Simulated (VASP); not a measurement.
# AlN (P2_1) in VASP: a series of runs, part 2 of 2

VASP 6.6.1. The steps go on from the part before.

**4. Single point, PBEsol (atoms displaced along several vibrational modes)**

Contents of INCAR:

```
SYSTEM = AlN
PREC     = Accurate       ! precision mode
ENCUT    = 520            ! plane-wave cutoff, eV
EDIFF    = 1E-6           ! SCF threshold, eV
ISMEAR   = 0              ! smearing method
SIGMA    = 0.05           ! smearing width, eV
LREAL    = .FALSE.        ! projectors in reciprocal space
LASPH    = .TRUE.         ! aspherical terms in the spheres
NELM     = 60             ! most SCF steps
ALGO     = Normal         ! electronic algorithm
ISIF     = 2              ! what is computed and relaxed
LWAVE    = .FALSE.        ! write WAVECAR
LCHARG   = .FALSE.        ! write CHGCAR
GGA      = PS             ! functional
NBANDS   = 26             ! bands
```

Contents of KPOINTS:

```
Automatic mesh
0
G
  8 8 8
  0 0 0
```

Contents of POSCAR:

```
AlN
1.0
   -3.1135599857      0.0000000000      0.0000000000
    0.0000000000      5.3928440876      0.0000000000
    1.5567799928     -2.6964220438     -4.9833504711
Al N
4 4
Direct
    1.0275114117      0.3265624247      0.9984958893
    0.5275114117      0.8265624247      0.9984958893
    0.2209844776      0.9219334646      0.4984958893
    0.7209844776      0.4219334646      0.4984958893
    0.7829992322      0.1286024475      0.6164985473
    0.2829992322      0.6286024475      0.6164985473
    0.0834993151      0.7378960998      0.1164985473
    0.5834993151      0.2378960998      0.1164985473
```

Potentials or basis: VASP PAW PBE potentials, release 64 (Al, N).

Launch:

```bash
> cat potpaw_PBE.64/Al/POTCAR potpaw_PBE.64/N/POTCAR > POTCAR
> mpirun -np 1 vasp_std > vasp.out
```

OUTCAR:

```text
SYSTEM = AlN
   PREC = Accurate
   ENCUT = 520
   EDIFF = 1E-6
   ISMEAR = 0
   LREAL = .FALSE.
   LASPH = .TRUE.
   NELM = 60
   ISIF = 2
   GGA = PS

 ion  position               nearest neighbor table
   1  0.028  0.327  0.998-   8 1.84   8 1.85   5 1.91   7 1.99   3 2.97   4 2.97   2 3.11   2 3.11
                             2 3.11   2 3.11   3 3.12   4 3.12   4 3.15   3 3.15
   2  0.528  0.827  0.998-   7 1.84   7 1.85   6 1.91   8 1.99   4 2.97   3 2.97   1 3.11   1 3.11
                             1 3.11   1 3.11   4 3.12   3 3.12   3 3.15   4 3.15
   3  0.221  0.922  0.498-   5 1.84   5 1.85   7 1.91   6 1.99   1 2.97   2 2.97   4 3.11   4 3.11
[... 932 lines left out ...]
  Total        4.4295026     -2.8979905      0.3505674      0.0466529      0.0000000      0.0000000
  in kB       84.8142850    -55.4895246      6.7125199      0.8932910      0.0000000      0.0000000
  external PRESSURE =      12.0124268 kB  Pullay stress =       0.0000000 kB

 VOLUME and BASIS-vectors are now :
 -----------------------------------------------------------------------------
  energy-cutoff  :      520.00
  volume of cell :       83.68
      direct lattice vectors                 reciprocal lattice vectors
    -3.113559986  0.000000000  0.000000000    -0.321175762  0.000000000 -0.100334103
     0.000000000  5.392844088  0.000000000     0.000000000  0.185430912 -0.100334103
     1.556779993 -2.696422044 -4.983350471     0.000000000  0.000000000 -0.200668206

 POSITION                                       TOTAL-FORCE (eV/Angst)
 -----------------------------------------------------------------------------------
      1.46878     -0.93127     -4.97585         0.544958      1.173400      0.196746
     -0.08800      1.76516     -4.97585         0.544958      1.173400      0.196746
      0.08800      3.62769     -2.48418        -0.544958     -1.173400      0.196746
     -1.46878      0.93127     -2.48418        -0.544958     -1.173400      0.196746
     -1.47816     -0.96881     -3.07223        -0.214727      1.303578     -0.196746
      0.07862      1.72761     -3.07223        -0.214727      1.303578     -0.196746
     -0.07862      3.66523     -0.58055         0.214727     -1.303578     -0.196746
     -1.63540      0.96881     -0.58055         0.214727     -1.303578     -0.196746
 -----------------------------------------------------------------------------------
    total drift:                               -0.000014      0.000015      0.000697

  FREE ENERGIE OF THE ION-ELECTRON SYSTEM (eV)
  ---------------------------------------------------
  free  energy   TOTEN  =       -62.2246854050 eV

  energy  without entropy=      -62.2246854050  energy(sigma->0) =      -62.22468540
```

OSZICAR:

```text
N       E                     dE             d eps       ncg     rms          rms(c)
DAV:   1     0.106545283862E+03    0.10655E+03   -0.14764E+04  7800   0.111E+03
DAV:   2    -0.617253285372E+02   -0.16827E+03   -0.15808E+03 10542   0.227E+02
DAV:   3    -0.711513184839E+02   -0.94260E+01   -0.93735E+01 10588   0.546E+01
DAV:   4    -0.712346012383E+02   -0.83283E-01   -0.83236E-01  9112   0.591E+00
DAV:   5    -0.712357432721E+02   -0.11420E-02   -0.11418E-02 10372   0.692E-01    0.167E+01
DAV:   6    -0.623338480172E+02    0.89019E+01   -0.27279E+01  9772   0.277E+01    0.606E+00
DAV:   7    -0.622998357847E+02    0.34012E-01   -0.13795E+00  9356   0.605E+00    0.406E+00
DAV:   8    -0.622344547856E+02    0.65381E-01   -0.17071E-01  9288   0.278E+00    0.671E-01
DAV:   9    -0.622241800983E+02    0.10275E-01   -0.38070E-02 10396   0.102E+00    0.353E-01
DAV:  10    -0.622248428349E+02   -0.66274E-03   -0.30371E-03  9058   0.295E-01    0.199E-01
DAV:  11    -0.622246850970E+02    0.15774E-03   -0.41442E-04  9312   0.120E-01    0.370E-02
DAV:  12    -0.622246866170E+02   -0.15200E-05   -0.14516E-05  9808   0.234E-02    0.160E-02
DAV:  13    -0.622246854014E+02    0.12157E-05   -0.40638E-06  9072   0.118E-02    0.245E-03
DAV:  14    -0.622246854050E+02   -0.35941E-08   -0.38599E-07  4804   0.393E-03
   1 F= -.62224685E+02 E0= -.62224685E+02  d E =-.772848E-11
```

Run time: 2.6 min. Hardware: 1 thread of AMD EPYC 9R45 (Zen 5), shared host; peak memory 0.34 GiB.

What came out:

```yaml
Free_energy: -62.2247 eV
Pressure: 1.2 GPa
Largest_force: 1.336 eV/Å
Band_gap_on_the_k_mesh: 3.99 eV
```

Forces on the atoms (eV/Å):
```
Al   0.545  1.173  0.197
Al   0.545  1.173  0.197
Al  -0.545 -1.173  0.197
Al  -0.545 -1.173  0.197
N   -0.215  1.304 -0.197
N   -0.215  1.304 -0.197
N    0.215 -1.304 -0.197
N    0.215 -1.304 -0.197
```

Stress tensor (GPa, compression positive):
```
 8.48  0.09  0.00
 0.09 -5.55  0.00
 0.00  0.00  0.67
```

Levels at points of the mesh, in eV from the valence-band top:
```
           k point  band 12  band 13  band 14  band 15  band 16  band 17  band 18  band 19  band 20  band 21
(0.00, 0.00, 0.00)    -1.20    -0.66    -0.48    -0.12     0.00     3.99     5.33     5.33     6.47     8.88
(0.50, 0.00, 0.00)    -2.47    -1.96    -1.96    -1.00    -1.00     6.09     6.09     7.03     7.03     8.44
(0.00, 0.50, 0.00)    -1.70    -0.91    -0.91    -0.64    -0.64     5.93     5.93     7.19     7.19     8.18
(0.50, 0.50, 0.00)    -1.47    -1.47    -1.24    -1.24    -0.68     4.88     4.88     5.41     5.75     7.84
(0.50, 0.50, 0.50)    -1.57    -1.57    -1.31    -1.31    -0.69     5.07     5.07     5.36     6.30     8.20
(0.00, 0.00, 0.50)    -0.99    -0.83    -0.83    -0.40    -0.40     5.08     5.78     6.22     6.22     7.70
```

Caveat: the cell differs from its parent crystal (atoms displaced along several vibrational modes); the stress differs along the axes, from -6 to 8 GPa; the PAW data sets were made with another functional, which shifts forces and pressure a little. A k mesh can miss the band edges.

**5. Summary**

| cell | gap on the mesh (eV) | pressure (GPa) | largest force (eV/Å) |
| --- | --- | --- | --- |
| as given, atomic positions A | 4.02 | 0.1 | 0.73 |
| as given, atomic positions B | 4.04 | 0.4 | 0.87 |
| as given, atomic positions C | 3.99 | 1.2 | 1.34 |

Alike in all rows: task single point; level PBEsol; potentials or basis VASP PAW PBE potentials, release 64 (Al, N); no spin polarisation; k mesh 8 × 8 × 8; cutoff (eV) 520; smearing gaussian 0.05 eV.

Caveats: the PAW data sets were made with another functional, which shifts forces and pressure a little; the stress differs along the axes, from -4 to 4 GPa (at least some runs); the stress differs along the axes, from -4 to 5 GPa (at least some runs); the stress differs along the axes, from -6 to 8 GPa (at least some runs).

Absolute energies hang on the potentials; compare differences alone.
